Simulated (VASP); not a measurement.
# Mo3C2 (P-3m1) in VASP: a series of runs

The runs below take Mo3C2 through single point, with LDA.

Everything below comes from runs of VASP 6.6.1. Logs are shortened: lines on timing, memory, paths and dates and some standing lists are left out, and cuts for length are marked.

## 1. The cell of the first run

The structure is trigonal, space group P-3m1 (No. 164). The conventional cell has a = 2.993 Å, b = 2.993 Å, c = 7.233 Å, α = 90.00°, β = 90.00°, γ = 120.00°. Mo (site symmetry 3m) has 3 C at 2.07 Å within 2.7 Å. Within 2.9 Å of Mo (site symmetry -3m) lie 6 C at 2.17 Å. C (site symmetry 3m) has 6 Mo at 2.07 to 2.17 Å within 2.7 Å.

## 2. Single point, LDA

File INCAR:

```
SYSTEM = Mo3C2
ALGO = Normal
EDIFF = 1E-7
ENCUT = 520
ISIF = 2
ISMEAR = -1
LASPH = .True.
LCHARG = .False.
LREAL = .False.
LWAVE = .False.
NBANDS = 33
NELM = 60
PREC = Accurate
SIGMA = 0.15
```

File KPOINTS:

```
k-points
0
Gamma
  9 9 3
  0 0 0
```

File POSCAR:

```
Mo3C2
1.0
    2.9925039628      0.0000000000      0.0000000000
   -1.4962524729      2.5915847222      0.0000000000
    0.0000000000      0.0000000000      7.2332050555
Mo C
3 2
Direct
    0.3333333333      0.6666666667      0.1614570000
    0.6666666667      0.3333333333      0.8385430000
    0.0000000000      0.0000000000      0.5000000000
    0.3333333333      0.6666666667      0.6808350000
    0.6666666667      0.3333333333      0.3191650000
```

Potentials or basis: VASP PAW LDA potentials, release 64 (Mo_sv, C).

Launch:

```bash
cat potpaw_LDA.64/Mo_sv/POTCAR potpaw_LDA.64/C/POTCAR > POTCAR
mpirun -np 1 vasp_std > vasp.out
```

OUTCAR:

```text
SYSTEM = Mo3C2
   EDIFF = 1E-7
   ENCUT = 520
   ISIF = 2
   ISMEAR = -1
   LASPH = .True.
   LREAL = .False.
   NELM = 60
   PREC = Accurate

 ion  position               nearest neighbor table
   1  0.333  0.667  0.161-   5 2.07   5 2.07   5 2.07   2 2.91   2 2.91   2 2.91   3 3.00   3 3.00
                             3 3.00
   2  0.667  0.333  0.839-   4 2.07   4 2.07   4 2.07   1 2.91   1 2.91   1 2.91   3 3.00   3 3.00
                             3 3.00
   3  0.000  0.000  0.500-   5 2.17   4 2.17   5 2.17   4 2.17   4 2.17   5 2.17   1 3.00   2 3.00
                             2 3.00   1 3.00   1 3.00   2 3.00
   4  0.333  0.667  0.681-   2 2.07   2 2.07   2 2.07   3 2.17   3 2.17   3 2.17
   5  0.667  0.333  0.319-   1 2.07   1 2.07   1 2.07   3 2.17   3 2.17   3 2.17

  LATTYP: Found a hexagonal cell.
 ALAT       =     2.9925039628
 C/A-ratio  =     2.4171079288

  Lattice vectors:

 A1 = (   2.9925039628,   0.0000000000,   0.0000000000)
 A2 = (  -1.4962524729,   2.5915847222,   0.0000000000)
 A3 = (   0.0000000000,   0.0000000000,   7.2332050555)

Analysis of symmetry for initial positions (statically):
=====================================================================
 Subroutine PRICEL returns:
 Original cell was already a primitive cell.

 Routine SETGRP: Setting up the symmetry group for a
 hexagonal supercell.

 Subroutine GETGRP returns: Found 12 space group operations
 (whereof 12 operations were pure point group operations)
 out of a pool of 24 trial point group operations.

The static configuration has the point symmetry D_3d.

Analysis of symmetry for dynamics (positions and initial velocities):
=====================================================================
 Subroutine PRICEL returns:
 Original cell was already a primitive cell.

 Routine SETGRP: Setting up the symmetry group for a
 hexagonal supercell.

 Subroutine GETGRP returns: Found 12 space group operations
 (whereof 12 operations were pure point group operations)
 out of a pool of 24 trial point group operations.

The dynamic configuration has the point symmetry D_3d.

 Subroutine INISYM returns: Found 12 space group operations
 (whereof 12 operations are pure point group operations),
 and found     1 'primitive' translations

----------------------------------------------------------------------------------------

                                     Primitive cell

  volume of cell :      56.0959

  direct lattice vectors                    reciprocal lattice vectors
     2.992503963  0.000000000  0.000000000     0.334168313  0.192932209  0.000000000
    -1.496252473  2.591584722  0.000000000     0.000000000  0.385864290  0.000000000
     0.000000000  0.000000000  7.233205056     0.000000000  0.000000000  0.138251300

  length of vectors
     2.992503963  2.992504442  7.233205056     0.385864352  0.385864290  0.138251300

  position of ions in fractional coordinates (direct lattice)
     0.333333333  0.666666667  0.161457000
     0.666666667  0.333333333  0.838543000
     0.000000000  0.000000000  0.500000000
     0.333333333  0.666666667  0.680835000
     0.666666667  0.333333333  0.319165000

  ion indices of the primitive-cell ions
   primitive index   ion index
                 1           1
                 2           2
                 3           3
                 4           4
                 5           5

----------------------------------------------------------------------------------------

 KPOINTS: k-points

Automatic generation of k-mesh.
 Grid dimensions read from file:
 generate k-points for:    9    9    3

 Generating k-lattice:

  Cartesian coordinates                     Fractional coordinates (reciprocal lattice)
     0.037129813  0.021436912  0.000000000     0.111111111 -0.000000000  0.000000000
     0.000000000  0.042873810  0.000000000     0.000000000  0.111111111  0.000000000
     0.000000000  0.000000000  0.046083767     0.000000000  0.000000000  0.333333333

  Length of vectors
     0.042873817  0.042873810  0.046083767

  Shift w.r.t. Gamma in fractional coordinates (k-lattice)
     0.000000000  0.000000000  0.000000000

 Subroutine IBZKPT returns following result:
 ===========================================

 Found     31 irreducible k-points:

 Following reciprocal coordinates:
            Coordinates               Weight
  0.000000  0.000000  0.000000      1.000000
  0.111111 -0.000000  0.000000      6.000000
  0.222222  0.000000  0.000000      6.000000
  0.333333 -0.000000  0.000000      6.000000
  0.444444  0.000000  0.000000      6.000000
  0.111111  0.111111  0.000000      6.000000
[... 16 lines left out ...]
  0.222222  0.111111  0.333333     12.000000
 -0.111111  0.333333  0.333333     12.000000
 [... further k-points ...]
   k-points           NKPTS =     31   k-points in BZ     NKDIM =     31   number of bands    NBANDS=     33
   number of dos      NEDOS =    301   number of ions     NIONS =      5
   total plane-waves  NPLWV =  31104
   dimension x,y,z NGX =    24 NGY =   24 NGZ =   54
   dimension x,y,z NGXF=    48 NGYF=   48 NGZF=  108
   ions per type =               3   2
   NGX,Y,Z   is equivalent  to a cutoff of  13.33, 13.33, 12.41 a.u.
   NGXF,Y,Z  is equivalent  to a cutoff of  26.67, 26.67, 24.82 a.u.
 SYSTEM =  Mo3C2
   PREC   = accura    normal or accurate (medium, high low for compatibility)
   ISTART =      0    job   : 0-new  1-cont  2-samecut
   ICHARG =      2    charge: 1-file 2-atom 10-const
   ISPIN  =      1    spin polarized calculation?
   LNONCOLLINEAR =      F non collinear calculations
   LSORBIT =      F    spin-orbit coupling
   LASPH  =      T    aspherical Exc in radial PAW
   ENCUT  =  520.0 eV  38.22 Ry    6.18 a.u.   5.56  5.56 13.45*2*pi/ulx,y,z
   NELM   =     60;   NELMIN=  2; NELMDL= -5     # of ELM steps
   EDIFF  = 0.1E-06   stopping-criterion for ELM
   LREAL  =      F    real-space projection
   EDIFFG = 0.1E-05   stopping-criterion for IOM
   NSW    =      0    number of steps for IOM
   IBRION =     -1    ionic relax: 0-MD 1-quasi-New 2-CG
   NFREE  =      0    steps in history (QN), initial steepest desc. (CG)
   ISIF   =      2    stress and relaxation
   ISYM   =      2    0-nonsym 1-usesym 2-fastsym
   POTIM  = 0.5000    time-step for ionic-motion
   TEBEG  =    0.0;   TEEND  =   0.0 temperature during run
   PSTRESS=    0.0 pullay stress
   NELECT =      50.0000    total number of electrons
   NUPDOWN=      -1.0000    fix difference up-down
   EMIN   =  10.00;   EMAX   =-10.00  energy-range for DOS
   EFERMI =   0.00;   METHOD = LEGACY
   ISMEAR =    -1;   SIGMA  =   0.15  broadening in eV -4-tet -1-fermi 0-gaus
   EFERMI_NEDOS =   21; number of points for ismear=-14 and -15
   IALGO  =     38    algorithm
   IMIX   =      4    mixing-type and parameters
     AMIX     =   0.40;   BMIX     =  1.00
     AMIX_MAG =   1.60;   BMIX_MAG =  1.00
  volume/ion in A,a.u.               =      11.22        75.71
  Fermi-wavevector in a.u.,A,eV,Ry     =   1.575510  2.977282 33.772818  2.482232
  Thomas-Fermi vector in A             =   2.676483
   LORBIT       =      0    0 simple, 1 ext, 2 COOP (PROOUT), +10 PAW based schemes
   GGA     = CA    functional components
   LHFCALC =     F    Hartree Fock is set to
   AEXX    =    0.0000 exact exchange contribution
   IVDW    =     0    specifies the selected vdW correction
   LEPSILON=     F    determine dielectric tensor
   LRPA    =     F    only Hartree local field effects (RPA)
 non-spin polarized calculation
  energy-cutoff  :      520.00
  volume of cell :       56.10
 maximum number of plane-waves:      1547
 NGX is ok and might be reduce to    24
   NGX = 11   NGY = 11   NGZ = 27

 number of electron      50.0000001 magnetization

 Free energy of the ion-electron system (eV)
  ---------------------------------------------------
  ext. energy  EPLUGINS =         0.00000000
  ---------------------------------------------------
  free energy    TOTEN  =       -57.10176239 eV

  energy without entropy =      -56.89330675  energy(sigma->0) =      -56.99753457

 E-fermi :  12.9168     XC(G=0): -13.7847

 val. band max:       12.9139836544   @ k =   0.1111   0.1111   0.3333
 cond. band min:      12.9534873122   @ k =   0.1111  -0.0000   0.0000
 fundamental gap:      0.0395036579
 Fermi energy:        12.9167994827

 k-point     1 :       0.0000    0.0000    0.0000
  band No.  band energies     occupation
      1     -48.9306      2.00000
      2     -47.9867      2.00000
      3     -47.9077      2.00000
      4     -23.4474      2.00000
      5     -22.9227      2.00000
      6     -22.9227      2.00000
[... 25 lines left out ...]
     32      15.4652      0.00000
     33      16.4678      0.00000

 k-point     2 :       0.1111   -0.0000    0.0000
  band No.  band energies     occupation
      1     -48.9203      2.00000
      2     -47.9749      2.00000
      3     -47.9000      2.00000
      4     -23.4291      2.00000
      5     -23.0171      2.00000
      6     -22.9426      2.00000
[... 25 lines left out ...]
     32      15.6570      0.00000
     33      16.8897      0.00000

 k-point     3 :       0.2222    0.0000    0.0000
  band No.  band energies     occupation
      1     -48.8942      2.00000
      2     -47.9442      2.00000
      3     -47.8809      2.00000
      4     -23.3834      2.00000
      5     -23.2382      2.00000
      6     -22.9924      2.00000
[... 25 lines left out ...]
     32      17.1834      0.00000
     33      17.5927      0.00000

 k-point     4 :       0.3333   -0.0000    0.0000
  band No.  band energies     occupation
      1     -48.8643      2.00000
      2     -47.9072      2.00000
      3     -47.8609      2.00000
      4     -23.4755      2.00000
      5     -23.3333      2.00000
      6     -23.0485      2.00000
[... 673 lines left out ...]
     32      16.1606      0.00000
     33      17.2218      0.00000

 k-point    23 :       0.2222    0.1111    0.3333
  band No.  band energies     occupation
      1     -48.8741      2.00000
      2     -47.9204      2.00000
      3     -47.8664      2.00000
      4     -23.3707      2.00000
      5     -23.3458      2.00000
      6     -23.0592      2.00000
[... 25 lines left out ...]
     32      16.9500      0.00000
     33      17.4305      0.00000

 k-point    24 :      -0.1111    0.3333    0.3333
  band No.  band energies     occupation
      1     -48.8741      2.00000
      2     -47.9205      2.00000
      3     -47.8662      2.00000
      4     -23.3726      2.00000
      5     -23.3512      2.00000
      6     -23.0588      2.00000
[... 25 lines left out ...]
     32      16.7974      0.00000
     33      17.3439      0.00000

 [... further k-points ...]
[... 5 lines left out ...]
  --------------------------------------------------------------------------------------
  -------------------------------------------------------------------------------------
  Total        0.5326745      0.5326746      0.3912876     -0.0000001      0.0000000     -0.0000000
  in kB       15.2139360     15.2139392     11.1757268     -0.0000029      0.0000000     -0.0000000
  external PRESSURE =      13.8678673 kB  Pullay stress =       0.0000000 kB

 VOLUME and BASIS-vectors are now :
 -----------------------------------------------------------------------------
  energy-cutoff  :      520.00
  volume of cell :       56.10
      direct lattice vectors                 reciprocal lattice vectors
     2.992503963  0.000000000  0.000000000     0.334168313  0.192932209  0.000000000
    -1.496252473  2.591584722  0.000000000     0.000000000  0.385864290  0.000000000
     0.000000000  0.000000000  7.233205056     0.000000000  0.000000000  0.138251300

 POSITION                                       TOTAL-FORCE (eV/Angst)
 -----------------------------------------------------------------------------------
     -0.00000      1.72772      1.16785        -0.000000      0.000000     -0.163412
      1.49625      0.86386      6.06535         0.000000      0.000000      0.163412
      0.00000      0.00000      3.61660         0.000000      0.000000      0.000000
     -0.00000      1.72772      4.92462         0.000000      0.000000     -0.036115
      1.49625      0.86386      2.30859        -0.000000      0.000000      0.036115
 -----------------------------------------------------------------------------------
    total drift:                               -0.000000      0.000000      0.000000

  FREE ENERGIE OF THE ION-ELECTRON SYSTEM (eV)
  ---------------------------------------------------
  free  energy   TOTEN  =       -57.1017623929 eV

  energy  without entropy=      -56.8933067536  energy(sigma->0) =      -56.99753457
```

Run time: 50 s. Hardware: 1 thread of Intel Xeon Platinum 8259CL at 2.50GHz (Skylake/Cascade Lake), shared host; peak memory 0.18 GiB.

Results:

* Free energy: -57.1018 eV
* Pressure: 1.4 GPa
* Largest force: 0.163 eV/Å
* Band gap on the k mesh: zero (band 25 reaches 13.87 eV, above the bottom of band 26 at 12.02 eV)

Forces in eV/Å, atoms in the order of the input:
```
Mo   0.000  0.000 -0.163
Mo   0.000  0.000  0.163
Mo   0.000  0.000  0.000
C    0.000  0.000 -0.036
C    0.000  0.000  0.036
```

Stress tensor (GPa, compression positive):
```
1.52 0.00 0.00
0.00 1.52 0.00
0.00 0.00 1.12
```

Levels at points of the mesh, in eV from the Fermi level:
```tsv
k point	band 23	band 24	band 25	band 26	band 27	band 28
(0.00, 0.00, 0.00)	-2.26	-1.72	-0.32	-0.32	0.30	0.30
```

## 3. Single point, LDA

This run uses another cell than the first one, of 11.57 Å³/atom, 1.032 times its volume.

File INCAR:

```
SYSTEM = Mo3C2
PREC = Accurate ; ENCUT = 520
EDIFF = 1E-7 ; ISMEAR = -1
SIGMA = 0.15 ; LREAL = .False.
LASPH = .True. ; NELM = 100
ALGO = Normal ; ISIF = 2
LWAVE = .False. ; LCHARG = .True.
LELF = .True. ; LVHAR = .True.
NBANDS = 33
```

File KPOINTS:

```
Automatic mesh
0
Gamma
  9 9 3
  0 0 0
```

POSCAR: that of step 2 with these lines changed.

```diff
@@ -2,5 +2,5 @@
 1.0
-    2.9925039628      0.0000000000      0.0000000000
-   -1.4962524729      2.5915847222      0.0000000000
-    0.0000000000      0.0000000000      7.2332050555
+    3.0236781227      0.0000000000      0.0000000000
+   -1.5118395580      2.6185823394      0.0000000000
+    0.0000000000      0.0000000000      7.3085563644
 Mo C
```

Potentials or basis: VASP PAW LDA potentials, release 64 (Mo_sv, C).

Launch:

```bash
cat potpaw_LDA.64/Mo_sv/POTCAR potpaw_LDA.64/C/POTCAR > POTCAR
mpirun -np 1 vasp_std > vasp.out
```

Run time: 52 s. Hardware: 1 thread of Intel Xeon Platinum 8259CL at 2.50GHz (Skylake/Cascade Lake), shared host; peak memory 0.18 GiB.

It converged, with:

- Free energy: -57.0606 eV
- Pressure: -8.8 GPa
- Largest force: 0.169 eV/Å
- Band gap on the k mesh: zero (band 25 reaches 13.32 eV, above the bottom of band 26 at 11.56 eV)

Forces on the atoms (eV/Å):
```
Mo   0.000  0.000  0.169
Mo   0.000  0.000 -0.169
Mo   0.000  0.000  0.000
C    0.000  0.000  0.034
C    0.000  0.000 -0.034
```

Stress tensor (GPa, compression positive):
```
-8.64  0.00  0.00
 0.00 -8.64  0.00
 0.00  0.00 -9.11
```

Levels at points of the mesh, in eV from the Fermi level:
```csv
k point,band 21,band 22,band 23,band 24,band 25,band 26,band 27,band 28,band 29,band 30
"(0.00, 0.00, 0.00)",-2.71,-2.16,-2.16,-1.67,-0.31,-0.31,0.28,0.28,0.69,0.69
```

## 4. Single point, LDA

This run uses another cell than the first one, of 11.93 Å³/atom, 1.063 times its volume.

File INCAR:

```
PREC = Accurate ; ENCUT = 520
EDIFF = 1E-7 ; ISMEAR = -1
SIGMA = 0.15 ; LREAL = False
LASPH = True ; NELM = 80
ALGO = Normal ; ISIF = 2
LWAVE = False ; LCHARG = False
NBANDS = 33
```

File KPOINTS:

```
regular mesh
0
Gamma
  9 9 3
```

POSCAR: that of step 3 with these lines changed.

```diff
@@ -2,5 +2,5 @@
 1.0
-    3.0236781227      0.0000000000      0.0000000000
-   -1.5118395580      2.6185823394      0.0000000000
-    0.0000000000      0.0000000000      7.3085563644
+    3.0542223932      0.0000000000      0.0000000000
+   -1.5271116983      2.6450344564      0.0000000000
+    0.0000000000      0.0000000000      7.3823851630
 Mo C
```

Launch:

```bash
cat potpaw_LDA.64/Mo_sv/POTCAR potpaw_LDA.64/C/POTCAR > POTCAR
mpirun -np 1 vasp_std > vasp.out
```

Run time: 53 s. Hardware: 1 thread of Intel Xeon Platinum 8259CL at 2.50GHz (Skylake/Cascade Lake), shared host; peak memory 0.18 GiB.

Results (log left out):

```
Free energy            : -56.9157 eV
Pressure               : -17.4 GPa
Largest force          : 0.466 eV/Å
Band gap on the k mesh : zero (band 25 reaches 12.80 eV, above the bottom of band 26 at 11.12 eV)
```

Forces in eV/Å, atoms in the order of the input:
```
Mo   0.000  0.000  0.466
Mo   0.000  0.000 -0.466
Mo   0.000  0.000  0.000
C    0.000  0.000  0.100
C    0.000  0.000 -0.100
```

Stress tensor (GPa, compression positive):
```
-17.22   0.00   0.00
  0.00 -17.22   0.00
  0.00   0.00 -17.77
```

Levels at points of the mesh, in eV from the Fermi level:
```
           k point  band 21  band 22  band 23  band 24  band 25  band 26  band 27  band 28  band 29  band 30
(0.00, 0.00, 0.00)    -2.64    -2.06    -2.06    -1.62    -0.30    -0.30     0.27     0.27     0.67     0.67
```

[end of part 1 of 2]
